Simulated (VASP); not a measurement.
# KZnF3 (Pm-3m) in VASP: further runs

Runs on KZnF3. Level: PBE. Tasks: single point.

Everything below comes from runs of VASP 6.6.1. Logs are shortened: lines on timing, memory, paths and dates and some standing lists are left out, and cuts for length are marked.

## 1. The cell of the first run

It takes space group Pm-3m (No. 221, cubic). The conventional cell has a = 3.925 Å, b = 3.925 Å, c = 3.925 Å, α = 90.00°, β = 90.00°, γ = 90.00°. Within 3.7 Å of K (site symmetry m-3m) lie 12 F at 2.78 Å and 8 Zn at 3.40 Å. Zn (site symmetry m-3m) has 6 F at 1.96 Å within 2.6 Å. F (site symmetry 4/mmm) has 2 Zn at 1.96 Å within 2.6 Å.

## 2. Single point, PBE

The input, INCAR:

```
  ALGO = Normal
  EDIFF = 1E-6
  ENCUT = 520
  GGA = PE
  ISIF = 2
  ISMEAR = 0
  LASPH = True
  LCHARG = False
  LREAL = False
  LWAVE = False
  NBANDS = 29
  NELM = 100
  PREC = Accurate
  SIGMA = 0.02
```

The input, KPOINTS:

```
k-points
0
Gamma
  6 6 6
```

The input, POSCAR:

```
KZnF3
1.0
    3.9247348945      0.0000000000      0.0000000000
    0.0000000000      3.9247348945      0.0000000000
    0.0000000000      0.0000000000      3.9247348945
K Zn F
1 1 3
Direct
    0.0000000000      0.0000000000      0.0000000000
    0.5000000000      0.5000000000      0.5000000000
    0.0000000000      0.5000000000      0.5000000000
    0.5000000000      0.0000000000      0.5000000000
    0.5000000000      0.5000000000      0.0000000000
```

Potentials or basis: VASP PAW PBE potentials, release 64 (K_sv, Zn, F).

Launch:

```console
> cat potpaw_PBE.64/K_sv/POTCAR potpaw_PBE.64/Zn/POTCAR potpaw_PBE.64/F/POTCAR > POTCAR
> mpirun -np 1 vasp_std > vasp.out
```

OUTCAR:

```text
EDIFF = 1E-6
   ENCUT = 520
   GGA = PE
   ISIF = 2
   ISMEAR = 0
   LASPH = True
   LREAL = False
   NELM = 100
   PREC = Accurate

 ion  position               nearest neighbor table
   1  0.000  0.000  0.000-   3 2.78   4 2.78   5 2.78   3 2.78   4 2.78   3 2.78   5 2.78   3 2.78
                             4 2.78   5 2.78   4 2.78   5 2.78   2 3.40   2 3.40   2 3.40   2 3.40
   2  0.500  0.500  0.500-   3 1.96   4 1.96   5 1.96   5 1.96   4 1.96   3 1.96   1 3.40   1 3.40
                             1 3.40   1 3.40   1 3.40   1 3.40   1 3.40   1 3.40
   3  0.000  0.500  0.500-   2 1.96   2 1.96   1 2.78   1 2.78   1 2.78   1 2.78
   4  0.500  0.000  0.500-   2 1.96   2 1.96   1 2.78   1 2.78   1 2.78   1 2.78
   5  0.500  0.500  0.000-   2 1.96   2 1.96   1 2.78   1 2.78   1 2.78   1 2.78

  LATTYP: Found a simple cubic cell.
 ALAT       =     3.9247348945

  Lattice vectors:

 A1 = (   3.9247348945,   0.0000000000,   0.0000000000)
 A2 = (   0.0000000000,   3.9247348945,   0.0000000000)
 A3 = (   0.0000000000,   0.0000000000,   3.9247348945)

Analysis of symmetry for initial positions (statically):
=====================================================================
 Subroutine PRICEL returns:
 Original cell was already a primitive cell.

 Routine SETGRP: Setting up the symmetry group for a
 simple cubic supercell.

 Subroutine GETGRP returns: Found 48 space group operations
 (whereof 48 operations were pure point group operations)
 out of a pool of 48 trial point group operations.

The static configuration has the point symmetry O_h .

Analysis of symmetry for dynamics (positions and initial velocities):
=====================================================================
 Subroutine PRICEL returns:
 Original cell was already a primitive cell.

 Routine SETGRP: Setting up the symmetry group for a
 simple cubic supercell.

 Subroutine GETGRP returns: Found 48 space group operations
 (whereof 48 operations were pure point group operations)
 out of a pool of 48 trial point group operations.

The dynamic configuration has the point symmetry O_h .

 Subroutine INISYM returns: Found 48 space group operations
 (whereof 48 operations are pure point group operations),
 and found     1 'primitive' translations

----------------------------------------------------------------------------------------

                                     Primitive cell

  volume of cell :      60.4548

  direct lattice vectors                    reciprocal lattice vectors
     3.924734894  0.000000000  0.000000000     0.254794280  0.000000000  0.000000000
     0.000000000  3.924734894  0.000000000     0.000000000  0.254794280  0.000000000
     0.000000000  0.000000000  3.924734894     0.000000000  0.000000000  0.254794280

  length of vectors
     3.924734894  3.924734894  3.924734894     0.254794280  0.254794280  0.254794280

  position of ions in fractional coordinates (direct lattice)
     0.000000000  0.000000000  0.000000000
     0.500000000  0.500000000  0.500000000
     0.000000000  0.500000000  0.500000000
     0.500000000  0.000000000  0.500000000
     0.500000000  0.500000000  0.000000000

  ion indices of the primitive-cell ions
   primitive index   ion index
                 1           1
                 2           2
                 3           3
                 4           4
                 5           5

----------------------------------------------------------------------------------------

 KPOINTS: k-points

Automatic generation of k-mesh.
 Grid dimensions read from file:
 generate k-points for:    6    6    6

 Generating k-lattice:

  Cartesian coordinates                     Fractional coordinates (reciprocal lattice)
     0.042465713  0.000000000  0.000000000     0.166666667  0.000000000  0.000000000
     0.000000000  0.042465713  0.000000000     0.000000000  0.166666667  0.000000000
     0.000000000  0.000000000  0.042465713     0.000000000  0.000000000  0.166666667

  Length of vectors
     0.042465713  0.042465713  0.042465713

  Shift w.r.t. Gamma in fractional coordinates (k-lattice)
     0.000000000  0.000000000  0.000000000

 Subroutine IBZKPT returns following result:
 ===========================================

 Found     20 irreducible k-points:

 Following reciprocal coordinates:
            Coordinates               Weight
  0.000000  0.000000  0.000000      1.000000
  0.166667  0.000000  0.000000      6.000000
  0.333333  0.000000  0.000000      6.000000
  0.500000  0.000000  0.000000      3.000000
  0.166667  0.166667  0.000000     12.000000
  0.333333  0.166667  0.000000     24.000000
[... 12 lines left out ...]
  0.500000  0.500000  0.333333      6.000000
  0.500000  0.500000  0.500000      1.000000
   k-points           NKPTS =     20   k-points in BZ     NKDIM =     20   number of bands    NBANDS=     29
   number of dos      NEDOS =    301   number of ions     NIONS =      5
   total plane-waves  NPLWV =  27000
   dimension x,y,z NGX =    30 NGY =   30 NGZ =   30
   dimension x,y,z NGXF=    60 NGYF=   60 NGZF=   60
   ions per type =               1   1   3
   NGX,Y,Z   is equivalent  to a cutoff of  12.71, 12.71, 12.71 a.u.
   NGXF,Y,Z  is equivalent  to a cutoff of  25.42, 25.42, 25.42 a.u.
 SYSTEM =  unknown system
   PREC   = accura    normal or accurate (medium, high low for compatibility)
   ISTART =      0    job   : 0-new  1-cont  2-samecut
   ICHARG =      2    charge: 1-file 2-atom 10-const
   ISPIN  =      1    spin polarized calculation?
   LNONCOLLINEAR =      F non collinear calculations
   LSORBIT =      F    spin-orbit coupling
   LASPH  =      T    aspherical Exc in radial PAW
   ENCUT  =  520.0 eV  38.22 Ry    6.18 a.u.   7.30  7.30  7.30*2*pi/ulx,y,z
   NELM   =    100;   NELMIN=  2; NELMDL= -5     # of ELM steps
   EDIFF  = 0.1E-05   stopping-criterion for ELM
   LREAL  =      F    real-space projection
   EDIFFG = 0.1E-04   stopping-criterion for IOM
   NSW    =      0    number of steps for IOM
   IBRION =     -1    ionic relax: 0-MD 1-quasi-New 2-CG
   NFREE  =      0    steps in history (QN), initial steepest desc. (CG)
   ISIF   =      2    stress and relaxation
   ISYM   =      2    0-nonsym 1-usesym 2-fastsym
   POTIM  = 0.5000    time-step for ionic-motion
   TEBEG  =    0.0;   TEEND  =   0.0 temperature during run
   PSTRESS=    0.0 pullay stress
   NELECT =      42.0000    total number of electrons
   NUPDOWN=      -1.0000    fix difference up-down
   EMIN   =  10.00;   EMAX   =-10.00  energy-range for DOS
   EFERMI =   0.00;   METHOD = LEGACY
   ISMEAR =     0;   SIGMA  =   0.02  broadening in eV -4-tet -1-fermi 0-gaus
   EFERMI_NEDOS =   21; number of points for ismear=-14 and -15
   IALGO  =     38    algorithm
   IMIX   =      4    mixing-type and parameters
     AMIX     =   0.40;   BMIX     =  1.00
     AMIX_MAG =   1.60;   BMIX_MAG =  1.00
  volume/ion in A,a.u.               =      12.09        81.59
  Fermi-wavevector in a.u.,A,eV,Ry     =   1.449932  2.739974 28.603562  2.102302
  Thomas-Fermi vector in A             =   2.567602
   LORBIT       =      0    0 simple, 1 ext, 2 COOP (PROOUT), +10 PAW based schemes
   GGA     = PE    functional components
   LHFCALC =     F    Hartree Fock is set to
   AEXX    =    0.0000 exact exchange contribution
   IVDW    =     0    specifies the selected vdW correction
   LEPSILON=     F    determine dielectric tensor
   LRPA    =     F    only Hartree local field effects (RPA)
 non-spin polarized calculation
 Gauss-broadening in eV      SIGMA  =   0.02
  energy-cutoff  :      520.00
  volume of cell :       60.45
 maximum number of plane-waves:      1654
 NGX is ok and might be reduce to    30
   NGX = 15   NGY = 15   NGZ = 15

 number of electron      41.9999964 magnetization

 Free energy of the ion-electron system (eV)
  ---------------------------------------------------
  ext. energy  EPLUGINS =         0.00000000
  ---------------------------------------------------
  free energy    TOTEN  =       -19.88368287 eV

  energy without entropy =      -19.88368287  energy(sigma->0) =      -19.88368287

 E-fermi :   0.4427     XC(G=0): -10.3767

 val. band max:        0.2878527945   @ k =   0.5000   0.5000   0.5000
 cond. band min:       4.3275332442   @ k =   0.0000   0.0000   0.0000
 fundamental gap:      4.0396804496
 Fermi energy:         0.4427265684

 k-point     1 :       0.0000    0.0000    0.0000
  band No.  band energies     occupation
      1     -27.2001      2.00000
      2     -22.1788      2.00000
      3     -21.4185      2.00000
      4     -21.4185      2.00000
      5     -10.7009      2.00000
      6     -10.7009      2.00000
[... 21 lines left out ...]
     28      11.0226      0.00000
     29      15.0080      0.00000

 k-point     2 :       0.1667    0.0000    0.0000
  band No.  band energies     occupation
      1     -27.1903      2.00000
      2     -22.1427      2.00000
      3     -21.4547      2.00000
      4     -21.4164      2.00000
      5     -10.6929      2.00000
      6     -10.6837      2.00000
[... 21 lines left out ...]
     28      11.0981      0.00000
     29      14.7403      0.00000

 k-point     3 :       0.3333    0.0000    0.0000
  band No.  band energies     occupation
      1     -27.1706      2.00000
      2     -22.0604      2.00000
      3     -21.5387      2.00000
      4     -21.4112      2.00000
      5     -10.6767      2.00000
      6     -10.6487      2.00000
[... 21 lines left out ...]
     28      11.2620      0.00000
     29      14.1306      0.00000

 k-point     4 :       0.5000    0.0000    0.0000
  band No.  band energies     occupation
      1     -27.1607      2.00000
      2     -22.0097      2.00000
      3     -21.5905      2.00000
      4     -21.4092      2.00000
      5     -10.6686      2.00000
      6     -10.6309      2.00000
[... 469 lines left out ...]
     28      12.8601      0.00000
     29      13.1146      0.00000

 k-point    19 :       0.5000    0.5000    0.3333
  band No.  band energies     occupation
      1     -27.1214      2.00000
      2     -21.6202      2.00000
      3     -21.5997      2.00000
      4     -21.5997      2.00000
      5     -10.8907      2.00000
      6     -10.8907      2.00000
[... 21 lines left out ...]
     28      12.8551      0.00000
     29      13.5307      0.00000

 k-point    20 :       0.5000    0.5000    0.5000
  band No.  band energies     occupation
      1     -27.1171      2.00000
      2     -21.5938      2.00000
      3     -21.5938      2.00000
      4     -21.5938      2.00000
      5     -10.9281      2.00000
      6     -10.9281      2.00000
[... 21 lines left out ...]
     28      12.7570      0.00000
     29      14.1679      0.00000

------------------------ aborting loop because EDIFF is reached ----------------------------------------

  FORCE on cell =-STRESS in cart. coord.  units (eV):
  Direction    XX          YY          ZZ          XY          YZ          ZX
  --------------------------------------------------------------------------------------
  -------------------------------------------------------------------------------------
  Total        5.9161506      5.9161506      5.9161506     -0.0000000     -0.0000000      0.0000000
  in kB      156.7901664    156.7901664    156.7901664     -0.0000000     -0.0000000      0.0000000
  external PRESSURE =     156.7901664 kB  Pullay stress =       0.0000000 kB

 VOLUME and BASIS-vectors are now :
 -----------------------------------------------------------------------------
  energy-cutoff  :      520.00
  volume of cell :       60.45
      direct lattice vectors                 reciprocal lattice vectors
     3.924734894  0.000000000  0.000000000     0.254794280  0.000000000  0.000000000
     0.000000000  3.924734894  0.000000000     0.000000000  0.254794280  0.000000000
     0.000000000  0.000000000  3.924734894     0.000000000  0.000000000  0.254794280

 POSITION                                       TOTAL-FORCE (eV/Angst)
 -----------------------------------------------------------------------------------
      0.00000      0.00000      0.00000         0.000000      0.000000      0.000000
      1.96237      1.96237      1.96237         0.000000      0.000000      0.000000
      0.00000      1.96237      1.96237         0.000000      0.000000      0.000000
      1.96237      0.00000      1.96237         0.000000      0.000000      0.000000
      1.96237      1.96237      0.00000         0.000000      0.000000      0.000000
 -----------------------------------------------------------------------------------
    total drift:                                0.000000      0.000000     -0.000000

  FREE ENERGIE OF THE ION-ELECTRON SYSTEM (eV)
  ---------------------------------------------------
  free  energy   TOTEN  =       -19.8836828663 eV

  energy  without entropy=      -19.8836828663  energy(sigma->0) =      -19.88368287
```

Wall time 36 s (1 thread of Intel Xeon Platinum 8259CL at 2.50GHz (Skylake/Cascade Lake), shared host); peak memory 0.18 GiB.

What came out:

- Free energy: -19.8837 eV
- Pressure: 15.7 GPa
- Band gap on the k mesh: 4.04 eV, indirect (least direct gap 6.48 eV)

## 3. Single point, PBE

This run uses another cell than the first one, of 12.82 Å³/atom, 1.060 times its volume.

The input, INCAR:

```
PREC = Accurate ; ENCUT = 520
EDIFF = 1E-6 ; ISMEAR = 0
SIGMA = 0.02 ; LREAL = F
LASPH = T ; NELM = 100
ALGO = Normal ; ISIF = 2
LWAVE = F ; LCHARG = F
GGA = PE ; NBANDS = 29
```

The input, KPOINTS:

```
Automatic mesh
0
Gamma
  6 6 6
```

POSCAR: that of step 2 with these lines changed.

```diff
@@ -2,5 +2,5 @@
 1.0
-    3.9247348945      0.0000000000      0.0000000000
-    0.0000000000      3.9247348945      0.0000000000
-    0.0000000000      0.0000000000      3.9247348945
+    4.0022879974      0.0000000000      0.0000000000
+    0.0000000000      4.0022879974      0.0000000000
+    0.0000000000      0.0000000000      4.0022879974
 K Zn F
```

Potentials or basis: VASP PAW PBE potentials, release 64 (K_sv, Zn, F).

Launch:

```console
> cat potpaw_PBE.64/K_sv/POTCAR potpaw_PBE.64/Zn/POTCAR potpaw_PBE.64/F/POTCAR > POTCAR
> mpirun -np 1 vasp_std > vasp.out
```

OUTCAR:

```text
PREC = Accurate
   ENCUT = 520
   EDIFF = 1E-6
   ISMEAR = 0
   LREAL = F
   LASPH = T
   NELM = 100
   ISIF = 2
   GGA = PE

 ion  position               nearest neighbor table
   1  0.000  0.000  0.000-   3 2.83   4 2.83   5 2.83   3 2.83   4 2.83   3 2.83   5 2.83   3 2.83
                             4 2.83   5 2.83   4 2.83   5 2.83
   2  0.500  0.500  0.500-   3 2.00   4 2.00   5 2.00   5 2.00   4 2.00   3 2.00
   3  0.000  0.500  0.500-   2 2.00   2 2.00   1 2.83   1 2.83   1 2.83   1 2.83
   4  0.500  0.000  0.500-   2 2.00   2 2.00   1 2.83   1 2.83   1 2.83   1 2.83
   5  0.500  0.500  0.000-   2 2.00   2 2.00   1 2.83   1 2.83   1 2.83   1 2.83

  LATTYP: Found a simple cubic cell.
 ALAT       =     4.0022879974

  Lattice vectors:

 A1 = (   4.0022879974,   0.0000000000,   0.0000000000)
 A2 = (   0.0000000000,   4.0022879974,   0.0000000000)
 A3 = (   0.0000000000,   0.0000000000,   4.0022879974)

Analysis of symmetry for initial positions (statically):
=====================================================================
 Subroutine PRICEL returns:
[... 173 lines left out ...]
 E-fermi :  -0.2146     XC(G=0): -10.0644

 val. band max:       -0.3778543914   @ k =   0.5000   0.5000   0.5000
 cond. band min:       3.5059590082   @ k =   0.0000   0.0000   0.0000
 fundamental gap:      3.8838133996
 Fermi energy:        -0.2145708714

 k-point     1 :       0.0000    0.0000    0.0000
  band No.  band energies     occupation
      1     -27.6098      2.00000
      2     -22.2995      2.00000
      3     -21.6249      2.00000
      4     -21.6249      2.00000
      5     -11.1013      2.00000
      6     -11.1013      2.00000
[... 629 lines left out ...]
     28      12.1003      0.00000
     29      13.2651      0.00000

------------------------ aborting loop because EDIFF is reached ----------------------------------------

  FORCE on cell =-STRESS in cart. coord.  units (eV):
  Direction    XX          YY          ZZ          XY          YZ          ZX
  --------------------------------------------------------------------------------------
  -------------------------------------------------------------------------------------
  Total        3.4107819      3.4107819      3.4107819     -0.0000000     -0.0000000      0.0000000
  in kB       85.2392307     85.2392307     85.2392307     -0.0000000     -0.0000000      0.0000000
  external PRESSURE =      85.2392307 kB  Pullay stress =       0.0000000 kB

 VOLUME and BASIS-vectors are now :
 -----------------------------------------------------------------------------
  energy-cutoff  :      520.00
  volume of cell :       64.11
      direct lattice vectors                 reciprocal lattice vectors
     4.002287997  0.000000000  0.000000000     0.249857082  0.000000000  0.000000000
     0.000000000  4.002287997  0.000000000     0.000000000  0.249857082  0.000000000
     0.000000000  0.000000000  4.002287997     0.000000000  0.000000000  0.249857082

 POSITION                                       TOTAL-FORCE (eV/Angst)
 -----------------------------------------------------------------------------------
      0.00000      0.00000      0.00000         0.000000      0.000000      0.000000
      2.00114      2.00114      2.00114         0.000000      0.000000      0.000000
      0.00000      2.00114      2.00114         0.000000      0.000000      0.000000
      2.00114      0.00000      2.00114         0.000000      0.000000      0.000000
      2.00114      2.00114      0.00000         0.000000      0.000000      0.000000
 -----------------------------------------------------------------------------------
    total drift:                                0.000000      0.000000     -0.000000

  FREE ENERGIE OF THE ION-ELECTRON SYSTEM (eV)
  ---------------------------------------------------
  free  energy   TOTEN  =       -20.1635931817 eV

  energy  without entropy=      -20.1635931817  energy(sigma->0) =      -20.16359318
```

It took 35 s on 1 thread of Intel Xeon Platinum 8259CL at 2.50GHz (Skylake/Cascade Lake), shared host; peak memory 0.18 GiB.

Results:

- Free energy: -20.1636 eV
- Pressure: 8.5 GPa
- Band gap on the k mesh: 3.88 eV, indirect (least direct gap 5.95 eV)
